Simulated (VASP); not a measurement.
# CSe2 in VASP: further runs

The runs below take CSe2 through single point, with r2SCAN.

All numbers are computed with VASP 6.6.1; they aren't measurements. Logs are shortened: lines on timing, memory, paths and dates and some standing lists are left out, and cuts for length are marked.

## 1. The cell of the first run

Symmetry: Cmce, No. 64, orthorhombic system. The conventional cell has a = 7.140 Å, b = 5.990 Å, c = 9.463 Å, α = 90.00°, β = 90.00°, γ = 90.00°. Se (site symmetry m) has 1 C at 1.71 Å within 2.3 Å. Within 2.3 Å of C (site symmetry 2/m) lie 2 Se at 1.71 Å.

## 2. Single point, r2SCAN

File POSCAR:

```
CSe2
1.0
    3.5697670000     -2.9947800000      0.0000000000
    3.5697670000      2.9947800000      0.0000000000
    0.0000000000      0.0000000000      9.4626520000
Se C
4 2
Direct
    0.2124220000      0.7875780000      0.8793850000
    0.7875780000      0.2124220000      0.1206150000
    0.2875780000      0.7124220000      0.3793850000
    0.7124220000      0.2875780000      0.6206150000
    0.0000000000      0.0000000000      0.0000000000
    0.5000000000      0.5000000000      0.5000000000
```

File INCAR.step1:

```
SYSTEM = CSe2
  PREC = Accurate
  ENCUT = 520
  ISMEAR = 0
  SIGMA = 0.02
  LREAL = .FALSE.
  LASPH = .TRUE.
  NELM = 100
  NBANDS = 25
  GGA = PE
  ALGO = Normal
  EDIFF = 1E-4
  LWAVE = .TRUE.
  LCHARG = .FALSE.
```

File INCAR.step2:

```
SYSTEM = CSe2
  PREC = Accurate
  ENCUT = 520
  EDIFF = 1E-6
  ISMEAR = 0
  SIGMA = 0.02
  LREAL = .FALSE.
  LASPH = .TRUE.
  NELM = 100
  ALGO = Normal
  ISIF = 2
  LWAVE = .FALSE.
  LCHARG = .FALSE.
  METAGGA = R2SCAN
  LMIXTAU = .TRUE.
  NBANDS = 25
  ISTART = 1
```

File KPOINTS:

```
Automatic mesh
0
G
  6 6 3
  0 0 0
```

Potentials or basis: VASP PAW PBE potentials, release 64 (Se, C).

Started as:

```console
cat potpaw_PBE.64/Se/POTCAR potpaw_PBE.64/C/POTCAR > POTCAR
cp INCAR.step1 INCAR
mpirun -np 1 vasp_std > vasp.out
cp INCAR.step2 INCAR
mpirun -np 1 vasp_std > vasp.out
```

OUTCAR:

```text
SYSTEM = CSe2
   PREC = Accurate
   ENCUT = 520
   EDIFF = 1E-6
   ISMEAR = 0
   LREAL = .FALSE.
   LASPH = .TRUE.
   NELM = 100
   ISIF = 2
   METAGGA = R2SCAN
   ISTART = 1

 ion  position               nearest neighbor table
   1  0.212  0.788  0.879-   5 1.71
   2  0.788  0.212  0.121-   5 1.71
   3  0.288  0.712  0.379-   6 1.71
   4  0.712  0.288  0.621-   6 1.71
   5  0.000  0.000  0.000-   1 1.71   2 1.71
   6  0.500  0.500  0.500-   3 1.71   4 1.71

  LATTYP: Found a base centered orthorhombic cell.
 ALAT       =     5.9895600000
 B/A-ratio  =     1.1919964071
 C/A-ratio  =     1.5798576189

  Lattice vectors:

 A1 = (  -3.5697670000,  -2.9947800000,   0.0000000000)
 A2 = (   3.5697670000,  -2.9947800000,   0.0000000000)
 A3 = (   0.0000000000,   0.0000000000,   9.4626520000)

Analysis of symmetry for initial positions (statically):
=====================================================================
 Subroutine PRICEL returns:
 Original cell was already a primitive cell.

 Routine SETGRP: Setting up the symmetry group for a
 base centered orthorhombic supercell.

 Subroutine GETGRP returns: Found  8 space group operations
 (whereof  4 operations were pure point group operations)
 out of a pool of  8 trial point group operations.

The static configuration has the point symmetry C_2h.
 The point group associated with its full space group is D_2h.

Analysis of symmetry for dynamics (positions and initial velocities):
=====================================================================
 Subroutine PRICEL returns:
 Original cell was already a primitive cell.

 Routine SETGRP: Setting up the symmetry group for a
 base centered orthorhombic supercell.

 Subroutine GETGRP returns: Found  8 space group operations
 (whereof  4 operations were pure point group operations)
 out of a pool of  8 trial point group operations.

The dynamic configuration has the point symmetry C_2h.
 The point group associated with its full space group is D_2h.

 Subroutine INISYM returns: Found  8 space group operations
 (whereof  4 operations are pure point group operations),
 and found     1 'primitive' translations

----------------------------------------------------------------------------------------

                                     Primitive cell

  volume of cell :     202.3241
[... 97 lines left out ...]
   EDIFF  = 0.1E-05   stopping-criterion for ELM
   LREAL  =      F    real-space projection
   EDIFFG = 0.1E-04   stopping-criterion for IOM
   NSW    =      0    number of steps for IOM
   IBRION =     -1    ionic relax: 0-MD 1-quasi-New 2-CG
   NFREE  =      0    steps in history (QN), initial steepest desc. (CG)
   ISIF   =      2    stress and relaxation
   ISYM   =      2    0-nonsym 1-usesym 2-fastsym
   POTIM  = 0.5000    time-step for ionic-motion
   TEBEG  =    0.0;   TEEND  =   0.0 temperature during run
   PSTRESS=    0.0 pullay stress
   NELECT =      32.0000    total number of electrons
   NUPDOWN=      -1.0000    fix difference up-down
   EMIN   =  10.00;   EMAX   =-10.00  energy-range for DOS
   EFERMI =   0.00;   METHOD = LEGACY
   ISMEAR =     0;   SIGMA  =   0.02  broadening in eV -4-tet -1-fermi 0-gaus
   EFERMI_NEDOS =   21; number of points for ismear=-14 and -15
   IALGO  =     38    algorithm
   IMIX   =      4    mixing-type and parameters
     AMIX     =   0.40;   BMIX     =  1.00
     AMIX_MAG =   1.60;   BMIX_MAG =  1.00
  volume/ion in A,a.u.               =      33.72       227.56
  Fermi-wavevector in a.u.,A,eV,Ry     =   0.885338  1.673046 10.664556  0.783823
  Thomas-Fermi vector in A             =   2.006358
   LORBIT       =      0    0 simple, 1 ext, 2 COOP (PROOUT), +10 PAW based schemes
   METAGGA = R2SCAN    functional components
   LHFCALC =     F    Hartree Fock is set to
   AEXX    =    0.0000 exact exchange contribution
   IVDW    =     0    specifies the selected vdW correction
   LEPSILON=     F    determine dielectric tensor
   LRPA    =     F    only Hartree local field effects (RPA)
 non-spin polarized calculation
 Gauss-broadening in eV      SIGMA  =   0.02
  energy-cutoff  :      520.00
  volume of cell :      202.32
 maximum number of plane-waves:      5467
 NGX is ok and might be reduce to    36
   NGX = 17   NGY = 17   NGZ = 35

 number of electron      32.0000001 magnetization

 Free energy of the ion-electron system (eV)
  ---------------------------------------------------
  ext. energy  EPLUGINS =         0.00000000
  ---------------------------------------------------
  free energy    TOTEN  =       -73.13319648 eV

  energy without entropy =      -73.13319648  energy(sigma->0) =      -73.13319648

 E-fermi :  -1.1446     XC(G=0):  -7.3773

 val. band max:       -1.2604813765   @ k =   0.5000   0.5000   0.0000
 cond. band min:       1.3319807365   @ k =   0.0000   0.0000   0.0000
 fundamental gap:      2.5924621131
 Fermi energy:        -1.1445663007

 k-point     1 :       0.0000    0.0000    0.0000
  band No.  band energies     occupation
      1     -16.7907      2.00000
      2     -16.6810      2.00000
      3     -14.6841      2.00000
      4     -14.5106      2.00000
      5      -8.7743      2.00000
      6      -8.4811      2.00000
[... 661 lines left out ...]
     24       6.4558      0.00000
     25       7.2940      0.00000

 [... further k-points ...]

------------------------ aborting loop because EDIFF is reached ----------------------------------------

  FORCE on cell =-STRESS in cart. coord.  units (eV):
  Direction    XX          YY          ZZ          XY          YZ          ZX
  --------------------------------------------------------------------------------------
  -------------------------------------------------------------------------------------
  Total       -0.3259205     -2.2166880     -1.9475238      0.0000000      0.0000000      0.0000000
  in kB       -2.5809205    -17.5536523    -15.4221777      0.0000000      0.0000000      0.0000000
  external PRESSURE =     -11.8522502 kB  Pullay stress =       0.0000000 kB

 VOLUME and BASIS-vectors are now :
 -----------------------------------------------------------------------------
  energy-cutoff  :      520.00
  volume of cell :      202.32
      direct lattice vectors                 reciprocal lattice vectors
     3.569767000 -2.994780000  0.000000000     0.140065164 -0.166957172  0.000000000
     3.569767000  2.994780000  0.000000000     0.140065164  0.166957172  0.000000000
     0.000000000  0.000000000  9.462652000     0.000000000  0.000000000  0.105678619

 POSITION                                       TOTAL-FORCE (eV/Angst)
 -----------------------------------------------------------------------------------
      3.56977      1.72247      8.32131        -0.000000      0.397970      0.346274
      3.56977     -1.72247      1.14134        -0.000000     -0.397970     -0.346274
      3.56977      1.27231      3.58999        -0.000000     -0.397970      0.346274
      3.56977     -1.27231      5.87266        -0.000000      0.397970     -0.346274
      0.00000      0.00000      0.00000         0.000000     -0.000000     -0.000000
      3.56977      0.00000      4.73133        -0.000000     -0.000000     -0.000000
 -----------------------------------------------------------------------------------
    total drift:                                0.000000     -0.000000      0.000000

  FREE ENERGIE OF THE ION-ELECTRON SYSTEM (eV)
  ---------------------------------------------------
  free  energy   TOTEN  =       -73.1331964801 eV

  energy  without entropy=      -73.1331964801  energy(sigma->0) =      -73.13319648
```

OSZICAR.step1:

```text
N       E                     dE             d eps       ncg     rms          rms(c)
DAV:   1     0.167435818541E+03    0.16744E+03   -0.12112E+04  1300   0.103E+03
DAV:   2    -0.132561129597E+02   -0.18069E+03   -0.17228E+03  1804   0.180E+02
DAV:   3    -0.298674727220E+02   -0.16611E+02   -0.16406E+02  1655   0.594E+01
DAV:   4    -0.302060970154E+02   -0.33862E+00   -0.33782E+00  1654   0.995E+00
DAV:   5    -0.302137851657E+02   -0.76882E-02   -0.76844E-02  1711   0.137E+00    0.141E+01
DAV:   6    -0.286794552081E+02    0.15343E+01   -0.45884E+00  1558   0.135E+01    0.607E+00
DAV:   7    -0.284914183526E+02    0.18804E+00   -0.94610E-01  1461   0.574E+00    0.472E+00
DAV:   8    -0.284883122819E+02    0.31061E-02   -0.28315E-01  1623   0.244E+00    0.882E-01
DAV:   9    -0.284654364237E+02    0.22876E-01   -0.33379E-02  1799   0.115E+00    0.281E-01
DAV:  10    -0.284665378413E+02   -0.11014E-02   -0.11345E-02  1443   0.483E-01    0.976E-02
DAV:  11    -0.284664466881E+02    0.91153E-04   -0.15077E-04  1303   0.756E-02
   1 F= -.28466447E+02 E0= -.28466447E+02  d E =-.134738E-18
```

Wall time 3 min (1 thread of Intel Xeon 6975P-C (Granite Rapids), shared host); peak memory 0.38 GiB.

Results:

- Free energy: -73.1332 eV
- Pressure: -1.2 GPa
- Largest force: 0.528 eV/Å
- Band gap on the k mesh: 2.59 eV (least direct gap 2.72 eV)

Forces on the atoms (eV/Å):
```
Se   0.000  0.398  0.346
Se   0.000 -0.398 -0.346
Se   0.000 -0.398  0.346
Se   0.000  0.398 -0.346
C    0.000  0.000  0.000
C    0.000  0.000  0.000
```

Caveat: the PAW data sets were made with another functional, which shifts forces and pressure a little; an odd mesh through Γ misses points on the zone boundary, where band edges can lie.

## 3. Single point, r2SCAN

POSCAR: that of step 2 with these lines changed.

```diff
@@ -10,3 +10,3 @@
     0.7875780000      0.2124220000      0.1206150000
-    0.2875780000      0.7124220000      0.3793850000
+    0.2875780000      0.7124220000      0.3804417862
     0.7124220000      0.2875780000      0.6206150000
```

File INCAR.step1:

```
SYSTEM = CSe2
PREC = Accurate
ENCUT = 520
ISMEAR = 0
SIGMA = 0.02
LREAL = .FALSE.
LASPH = .TRUE.
NELM = 60
NBANDS = 25
GGA = PE
ALGO = Normal
EDIFF = 1E-4
LWAVE = .TRUE.
LCHARG = .FALSE.
```

File INCAR.step2:

```
SYSTEM = CSe2
PREC = Accurate
ENCUT = 520
EDIFF = 1E-6
ISMEAR = 0
SIGMA = 0.02
LREAL = .FALSE.
LASPH = .TRUE.
NELM = 60
ALGO = Normal
ISIF = 2
LWAVE = .FALSE.
LCHARG = .TRUE.
METAGGA = R2SCAN
LMIXTAU = .TRUE.
LELF = .TRUE.
LVHAR = .TRUE.
NBANDS = 25
ISTART = 1
```

KPOINTS is that of step 2.

Potentials or basis: VASP PAW PBE potentials, release 64 (Se, C).

Started as:

```console
cat potpaw_PBE.64/Se/POTCAR potpaw_PBE.64/C/POTCAR > POTCAR
cp INCAR.step1 INCAR
mpirun -np 1 vasp_std > vasp.out
cp INCAR.step2 INCAR
mpirun -np 1 vasp_std > vasp.out
```

Wall time 4.4 min (1 thread of Intel Xeon 6975P-C (Granite Rapids), shared host); peak memory 0.4 GiB.

The run converged. Its results:

```
Free energy            : -73.1358 eV
Pressure               : -1.1 GPa
Largest force          : 0.530 eV/Å
Band gap on the k mesh : 2.60 eV (least direct gap 2.73 eV)
```

Forces on the atoms (eV/Å):
```
Se   0.000  0.400  0.348
Se   0.000 -0.396 -0.345
Se   0.000 -0.224  0.177
Se   0.000  0.377 -0.336
C    0.000 -0.003 -0.002
C    0.000 -0.153  0.158
```

Stress tensor (GPa, compression positive):
```
-0.26  0.00  0.00
 0.00 -1.56 -0.18
 0.00 -0.18 -1.38
```

Levels at points of the mesh, in eV from the valence-band top:
```csv
k point,band 12,band 13,band 14,band 15,band 16,band 17,band 18,band 19,band 20,band 21
"(0.00, 0.00, 0.00)",-2.56,-1.03,-0.78,-0.73,-0.39,2.60,2.85,3.14,3.59,4.80
"(0.50, 0.00, 0.00)",-2.78,-0.64,-0.63,-0.26,-0.26,2.77,2.78,3.10,3.11,5.66
"(0.50, 0.50, 0.00)",-2.93,-1.21,-0.97,-0.60,0.00,2.73,2.79,3.69,3.82,5.25
```

Caveat: the PAW data sets were made with another functional, which shifts forces and pressure a little; an odd mesh through Γ misses points on the zone boundary, where band edges can lie.

(Continued in part 2 of 2.)
